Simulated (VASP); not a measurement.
# Pd (I4/mmm) in VASP: single point with BLYP

Aim: the single point of Pd with BLYP.

All numbers are computed with VASP 6.6.1; they aren't measurements. Logs are shortened: lines on timing, memory, paths and dates and some standing lists are left out, and cuts for length are marked.

### 1 The cell of the first run

The typed cell holds 2 atoms: a = 2.770 Å, b = 2.770 Å, c = 3.919 Å, α = 90.00°, β = 90.00°, γ = 90.00°.

### 2 Single point, BLYP, collinear spin (15.03 Å³/atom)

The input, INCAR:

```
SYSTEM = Pd
PREC     = Accurate       ! precision mode
ENCUT    = 520            ! plane-wave cutoff, eV
EDIFF    = 1E-6           ! SCF threshold, eV
ISMEAR   = -1             ! smearing method
SIGMA    = 0.05           ! smearing width, eV
LREAL    = .FALSE.        ! projectors in reciprocal space
LASPH    = .TRUE.         ! aspherical terms in the spheres
NELM     = 150            ! most SCF steps
ALGO     = Normal         ! electronic algorithm
ISIF     = 2              ! what is computed and relaxed
LWAVE    = .FALSE.        ! write WAVECAR
LCHARG   = .FALSE.        ! write CHGCAR
ISPIN    = 2              ! spin polarisation
MAGMOM   = 0.5 -0.5       ! initial moments
LORBIT   = 11             ! projections on sites
LMAXMIX  = 4              ! l up to which the mixer works
GGA      = B5             ! functional
ALDAX    = 1.0          
AGGAX    = 1.0          
AGGAC    = 1.0          
ALDAC    = 0.0          
NBANDS   = 21             ! bands
```

The input, KPOINTS:

```
Automatic mesh
0
G
  18 18 13
  0 0 0
```

The input, POSCAR:

```
Pd
1.0
    2.7697006071      0.0000000000      0.0000000000
    0.0000000000      2.7697006071      0.0000000000
    0.0000000000      0.0000000000      3.9194568165
Pd
2
Direct
    1.0000000000      0.0000000000      0.0000000000
    0.5000000000      0.5000000000      0.5000000000
```

Potentials or basis: VASP PAW PBE potentials, release 64 (Pd).

Started as:

```bash
cat potpaw_PBE.64/Pd/POTCAR > POTCAR
mpirun -np 1 vasp_std > vasp.out
```

OUTCAR:

```text
SYSTEM = Pd
   PREC = Accurate
   ENCUT = 520
   EDIFF = 1E-6
   ISMEAR = -1
   LREAL = .FALSE.
   LASPH = .TRUE.
   NELM = 150
   ISIF = 2
   ISPIN = 2
   LORBIT = 11
   GGA = B5

 ion  position               nearest neighbor table
   1  0.000  0.000  0.000-   2 2.77   2 2.77   2 2.77   2 2.77   2 2.77   2 2.77   2 2.77   2 2.77

   2  0.500  0.500  0.500-   1 2.77   1 2.77   1 2.77   1 2.77   1 2.77   1 2.77   1 2.77   1 2.77

  LATTYP: Found a simple tetragonal cell.
 ALAT       =     2.7697006071
 C/A-ratio  =     1.4151193116

  Lattice vectors:

 A1 = (   2.7697006071,   0.0000000000,   0.0000000000)
 A2 = (   0.0000000000,   2.7697006071,   0.0000000000)
 A3 = (   0.0000000000,   0.0000000000,   3.9194568165)

Analysis of symmetry for initial positions (statically):
=====================================================================
 Subroutine PRICEL returns following result:

  LATTYP: Found a body centered tetragonal cell.
 ALAT       =     2.7697006071
 C/A-ratio  =     1.4151193116

  Lattice vectors:

 A1 = (   1.3848503036,  -1.3848503036,  -1.9597284082)
 A2 = (  -1.3848503036,   1.3848503036,  -1.9597284082)
 A3 = (   1.3848503036,   1.3848503035,   1.9597284082)

   2 primitive cells build up your supercell.

 Routine SETGRP: Setting up the symmetry group for a
 simple tetragonal supercell.

 Subroutine GETGRP returns: Found 16 space group operations
 (whereof 16 operations were pure point group operations)
 out of a pool of 16 trial point group operations.

The static configuration has the point symmetry D_4h.

Analysis of symmetry for dynamics (positions and initial velocities):
=====================================================================
 Subroutine PRICEL returns following result:

  LATTYP: Found a body centered tetragonal cell.
 ALAT       =     2.7697006071
 C/A-ratio  =     1.4151193116

  Lattice vectors:

 A1 = (   1.3848503036,  -1.3848503036,  -1.9597284082)
 A2 = (  -1.3848503036,   1.3848503036,  -1.9597284082)
 A3 = (   1.3848503036,   1.3848503035,   1.9597284082)

   2 primitive cells build up your supercell.

 Routine SETGRP: Setting up the symmetry group for a
 simple tetragonal supercell.

 Subroutine GETGRP returns: Found 16 space group operations
 (whereof 16 operations were pure point group operations)
 out of a pool of 16 trial point group operations.

The dynamic configuration has the point symmetry D_4h.

Analysis of structural, dynamic, and magnetic symmetry:
=====================================================================
 Subroutine PRICEL returns following result:

  LATTYP: Found a body centered tetragonal cell.
 ALAT       =     2.7697006071
 C/A-ratio  =     1.4151193116

  Lattice vectors:

 A1 = (   1.3848503036,  -1.3848503036,  -1.9597284082)
 A2 = (  -1.3848503036,   1.3848503036,  -1.9597284082)
 A3 = (   1.3848503036,   1.3848503035,   1.9597284082)

   2 primitive cells build up your supercell.

 Routine SETGRP: Setting up the symmetry group for a
 simple tetragonal supercell.

 Subroutine GETGRP returns: Found 16 space group operations
 (whereof 16 operations were pure point group operations)
 out of a pool of 16 trial point group operations.

The overall configuration has the point symmetry D_4h.

 Subroutine INISYM returns: Found 16 space group operations
 (whereof 16 operations are pure point group operations),
 and found     2 'primitive' translations

----------------------------------------------------------------------------------------

                                     Primitive cell

  volume of cell :      15.0335

  direct lattice vectors                    reciprocal lattice vectors
     1.384850304 -1.384850304 -1.959728408     0.361049854  0.000000000 -0.255137394
    -1.384850304  1.384850304 -1.959728408     0.000000000  0.361049854 -0.255137394
     1.384850304  1.384850304  1.959728408     0.361049854  0.361049854  0.000000000

  length of vectors
     2.770587692  2.770587692  2.770587692     0.442099635  0.442099635  0.510601600

  position of ions in fractional coordinates (direct lattice)
     0.000000000  0.000000000  0.000000000

  ion indices of the primitive-cell ions
   primitive index   ion index
                 1           1

----------------------------------------------------------------------------------------

 KPOINTS: Automatic mesh

Automatic generation of k-mesh.
 Grid dimensions read from file:
 generate k-points for:   18   18   13

 Generating k-lattice:

  Cartesian coordinates                     Fractional coordinates (reciprocal lattice)
     0.020058325  0.000000000  0.000000000     0.055555556  0.000000000  0.000000000
     0.000000000  0.020058325  0.000000000     0.000000000  0.055555556  0.000000000
     0.000000000  0.000000000  0.019625953     0.000000000  0.000000000  0.076923077

  Length of vectors
     0.020058325  0.020058325  0.019625953

  Shift w.r.t. Gamma in fractional coordinates (k-lattice)
     0.000000000  0.000000000  0.000000000

 Subroutine IBZKPT returns following result:
 ===========================================

 Found    385 irreducible k-points:

 Following reciprocal coordinates:
            Coordinates               Weight
  0.000000  0.000000  0.000000      1.000000
  0.055556  0.000000  0.000000      4.000000
  0.111111  0.000000  0.000000      4.000000
  0.166667  0.000000  0.000000      4.000000
  0.222222  0.000000  0.000000      4.000000
  0.277778  0.000000  0.000000      4.000000
[... 16 lines left out ...]
  0.277778  0.111111  0.000000      8.000000
  0.333333  0.111111  0.000000      8.000000
 [... further k-points ...]
   k-points           NKPTS =    385   k-points in BZ     NKDIM =    385   number of bands    NBANDS=     21
   number of dos      NEDOS =    301   number of ions     NIONS =      2
   total plane-waves  NPLWV =  17280
   dimension x,y,z NGX =    24 NGY =   24 NGZ =   30
   dimension x,y,z NGXF=    48 NGYF=   48 NGZF=   60
   ions per type =               2
   NGX,Y,Z   is equivalent  to a cutoff of  14.41, 14.41, 12.72 a.u.
   NGXF,Y,Z  is equivalent  to a cutoff of  28.81, 28.81, 25.45 a.u.
 SYSTEM =  Pd
   PREC   = accura    normal or accurate (medium, high low for compatibility)
   ISTART =      0    job   : 0-new  1-cont  2-samecut
   ICHARG =      2    charge: 1-file 2-atom 10-const
   ISPIN  =      2    spin polarized calculation?
   LNONCOLLINEAR =      F non collinear calculations
   LSORBIT =      F    spin-orbit coupling
   LASPH  =      T    aspherical Exc in radial PAW
   ENCUT  =  520.0 eV  38.22 Ry    6.18 a.u.   5.15  5.15  7.29*2*pi/ulx,y,z
   NELM   =    150;   NELMIN=  2; NELMDL= -5     # of ELM steps
   EDIFF  = 0.1E-05   stopping-criterion for ELM
   LREAL  =      F    real-space projection
   EDIFFG = 0.1E-04   stopping-criterion for IOM
   NSW    =      0    number of steps for IOM
   IBRION =     -1    ionic relax: 0-MD 1-quasi-New 2-CG
   NFREE  =      0    steps in history (QN), initial steepest desc. (CG)
   ISIF   =      2    stress and relaxation
   ISYM   =      2    0-nonsym 1-usesym 2-fastsym
   POTIM  = 0.5000    time-step for ionic-motion
   TEBEG  =    0.0;   TEEND  =   0.0 temperature during run
   PSTRESS=    0.0 pullay stress
   NELECT =      20.0000    total number of electrons
   NUPDOWN=      -1.0000    fix difference up-down
   EMIN   =  10.00;   EMAX   =-10.00  energy-range for DOS
   EFERMI =   0.00;   METHOD = LEGACY
   ISMEAR =    -1;   SIGMA  =   0.05  broadening in eV -4-tet -1-fermi 0-gaus
   EFERMI_NEDOS =   21; number of points for ismear=-14 and -15
   IALGO  =     38    algorithm
   IMIX   =      4    mixing-type and parameters
     AMIX     =   0.40;   BMIX     =  1.00
     AMIX_MAG =   1.60;   BMIX_MAG =  1.00
  volume/ion in A,a.u.               =      15.03       101.45
  Fermi-wavevector in a.u.,A,eV,Ry     =   1.429073  2.700556 27.786481  2.042249
  Thomas-Fermi vector in A             =   2.549066
   LORBIT       =     11    0 simple, 1 ext, 2 COOP (PROOUT), +10 PAW based schemes
   GGA     = B5    functional components
   LHFCALC =     F    Hartree Fock is set to
   AEXX    =    0.0000 exact exchange contribution
   IVDW    =     0    specifies the selected vdW correction
   LEPSILON=     F    determine dielectric tensor
   LRPA    =     F    only Hartree local field effects (RPA)
 spin polarized calculation
  energy-cutoff  :      520.00
  volume of cell :       30.07
 maximum number of plane-waves:       830
 NGX is ok and might be reduce to    24
   NGX = 11   NGY = 11   NGZ = 15

 number of electron      20.0000007 magnetization      -0.0000000

 number of electron      20.0000007 magnetization       0.0000000

 Free energy of the ion-electron system (eV)
  ---------------------------------------------------
  ext. energy  EPLUGINS =         0.00000000
  ---------------------------------------------------
  free energy    TOTEN  =        -8.66992613 eV

  energy without entropy =       -8.63165391  energy(sigma->0) =       -8.65079002

 E-fermi :   9.9837     XC(G=0): -12.4305

 val. band max:        9.9820222743   @ k =   0.5000   0.2778   0.3077
 cond. band min:       9.9853073221   @ k =   0.2222   0.1111   0.1538
 fundamental gap:      0.0032850479
 Fermi energy:         9.9837249445

 spin component 1

 k-point     1 :       0.0000    0.0000    0.0000
  band No.  band energies     occupation
      1       3.1444      1.00000
      2       4.7957      1.00000
      3       5.0466      1.00000
      4       7.2122      1.00000
      5       7.2176      1.00000
      6       7.2176      1.00000
[... 550 lines left out ...]
      5       7.0748      1.00000
      6       7.4160      1.00000
[... 13 lines left out ...]
     20      32.3647      0.00000
     21      35.7281      0.00000

 [... further k-points ...]

 spin component 2

 k-point     1 :       0.0000    0.0000    0.0000
  band No.  band energies     occupation
      1       3.1444      1.00000
      2       4.7957      1.00000
      3       5.0466      1.00000
      4       7.2122      1.00000
      5       7.2176      1.00000
      6       7.2176      1.00000
[... 550 lines left out ...]
      5       7.0748      1.00000
      6       7.4160      1.00000
[... 13 lines left out ...]
     20      32.3647      0.00000
     21      35.7278      0.00000

 [... further k-points ...]
[... 5 lines left out ...]
  --------------------------------------------------------------------------------------
  -------------------------------------------------------------------------------------
  Total        2.7099376      2.7099376      2.6990961      0.0000000     -0.0000000      0.0000000
  in kB      144.4037072    144.4037072    143.8259996      0.0000000     -0.0000000      0.0000000
  external PRESSURE =     144.2111380 kB  Pullay stress =       0.0000000 kB

 VOLUME and BASIS-vectors are now :
 -----------------------------------------------------------------------------
  energy-cutoff  :      520.00
  volume of cell :       30.07
      direct lattice vectors                 reciprocal lattice vectors
     2.769700607  0.000000000  0.000000000     0.361049854  0.000000000  0.000000000
     0.000000000  2.769700607  0.000000000     0.000000000  0.361049854  0.000000000
     0.000000000  0.000000000  3.919456816     0.000000000  0.000000000  0.255137394

 POSITION                                       TOTAL-FORCE (eV/Angst)
 -----------------------------------------------------------------------------------
      0.00000      0.00000      0.00000        -0.000000      0.000000     -0.000000
      1.38485      1.38485      1.95973         0.000000     -0.000000      0.000000
 -----------------------------------------------------------------------------------
    total drift:                                0.000000      0.000000     -0.000000

  FREE ENERGIE OF THE ION-ELECTRON SYSTEM (eV)
  ---------------------------------------------------
  free  energy   TOTEN  =        -8.6699261334 eV

  energy  without entropy=       -8.6316539148  energy(sigma->0) =       -8.65079002

 total charge

# of ion       s       p       d       tot
------------------------------------------
    1        0.470   0.439   8.528   9.436
    2        0.470   0.439   8.528   9.436
--------------------------------------------------
tot          0.939   0.877  17.057  18.873

 magnetization (x)

# of ion       s       p       d       tot
------------------------------------------
    1        0.000   0.000   0.000   0.000
    2       -0.000  -0.000  -0.000  -0.000
--------------------------------------------------
tot          0.000   0.000   0.000   0.000
```

Run time: 3.9 min. Hardware: 1 thread of Intel Xeon Platinum 8488C (Sapphire Rapids), shared host; peak memory 0.42 GiB.

Results:

| Property | Result |
| --- | --- |
| Free energy | -8.6699 eV |
| Pressure | 14.4 GPa |
| Band gap on the k mesh | zero (filled and empty bands overlap) |
| Net moment | 0.00 μB per cell |
| Valence electrons inside the program's atomic spheres | Pd 9.44 |

Levels at points of the mesh, in eV from the Fermi level:
Spin up:
| k point | band 7 | band 8 | band 9 | band 10 | band 11 | band 12 | band 13 | band 14 |
| --- | --- | --- | --- | --- | --- | --- | --- | --- |
| (0.00, 0.00, 0.00) | -1.22 | -1.21 | -0.07 | 0.28 | 0.28 | 3.53 | 10.64 | 13.19 |
| (0.50, 0.00, 0.00) | -1.84 | -1.84 | -1.24 | -1.24 | 2.35 | 2.35 | 12.57 | 12.57 |
| (0.50, 0.50, 0.00) | 0.28 | 0.28 | 0.28 | 0.28 | 3.54 | 3.54 | 10.66 | 10.66 |
Spin down:
| k point | band 7 | band 8 | band 9 | band 10 | band 11 | band 12 | band 13 | band 14 |
| --- | --- | --- | --- | --- | --- | --- | --- | --- |
| (0.00, 0.00, 0.00) | -1.22 | -1.21 | -0.07 | 0.28 | 0.28 | 3.53 | 10.64 | 13.19 |
| (0.50, 0.00, 0.00) | -1.84 | -1.84 | -1.24 | -1.24 | 2.35 | 2.35 | 12.57 | 12.57 |
| (0.50, 0.50, 0.00) | 0.28 | 0.28 | 0.28 | 0.28 | 3.54 | 3.54 | 10.66 | 10.66 |

Caveat: the cell stands under pressure; the PAW data sets were made with another functional, which shifts forces and pressure a little.
